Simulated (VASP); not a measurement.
Wanted: the native input for a VASP 6.6.1 run.

```
Task                               : single point
Functional                         : HSE06
Potentials or basis                : VASP PAW PBE potentials, release 64 (Sn_d)
Cutoff                             : 520 eV
k mesh                             : 4 × 4 × 4
Occupations                        : fermi-dirac, width 0.1 eV
Spin                               : no spin polarisation
Dipole correction                  : no
Grid for exact exchange (PRECFOCK) : Normal
Further INCAR settings             : ALGO = Normal; EDIFF = 1e-06; NBANDS = 21
Share of exact exchange            : 0.25
Screening parameter                : 0.2079 1/Å
```

Crystal: Sn.

```xyz
2
Lattice="0.0000 3.3027 3.3027 3.3027 0.0000 3.3027 3.3027 3.3027 0.0000" Properties=species:S:1:pos:R:3 pbc="T T T"
Sn    0.0000    0.0000    0.0000
Sn    1.6513    1.6513    1.6513
```

This isn't the form of Sn at room conditions, which is tetragonal (white tin).

The input as run:

POSCAR

```
Sn
1.0
    0.0000000000      3.3026838914      3.3026838914
    3.3026838914      0.0000000000      3.3026838914
    3.3026838914      3.3026838914      0.0000000000
Sn
2
Direct
    0.0000000000      0.0000000000      0.0000000000
    0.2500000000      0.2500000000      0.2500000000
```

INCAR.step1

```
PREC = Accurate
ENCUT = 520
EDIFF = 1E-5
ISMEAR = -1
SIGMA = 0.1
LREAL = False
LASPH = True
NELM = 100
ALGO = Normal
ISIF = 2
LWAVE = True
NBANDS = 21
GGA = PE
```

INCAR.step2

```
PREC = Accurate
ENCUT = 520
EDIFF = 1E-6
ISMEAR = -1
SIGMA = 0.1
LREAL = False
LASPH = True
NELM = 100
ALGO = Normal
ISIF = 2
LWAVE = False
LCHARG = True
GGA = PE
LHFCALC = True
HFSCREEN = 0.2079
PRECFOCK = Normal
LELF = True
LVHAR = True
NBANDS = 21
ISTART = 1
```

KPOINTS

```
regular mesh
0
Gamma
  4 4 4
```

Potentials or basis: VASP PAW PBE potentials, release 64 (Sn_d).

The run is started by

```console
$ cat potpaw_PBE.64/Sn_d/POTCAR > POTCAR
$ cp INCAR.step1 INCAR
$ mpirun -np 1 vasp_std > vasp.out
$ cp INCAR.step2 INCAR
$ mpirun -np 1 vasp_std > vasp.out
```

It gave:

| Item | Value |
| --- | --- |
| Pressure | -0.5 GPa |
| Band gap on the k mesh | zero (filled and empty bands touch) |

Caveat: the k points lie up to 0.41 Å⁻¹ apart; the PAW data sets were made with another functional, which shifts forces and pressure a little; spin-orbit coupling is left out, which moves the levels of the heavy elements.

Run time: 46 min on 1 thread of Oxide Virtual Turin-like Processor (shared host), peak memory 0.28 GiB.
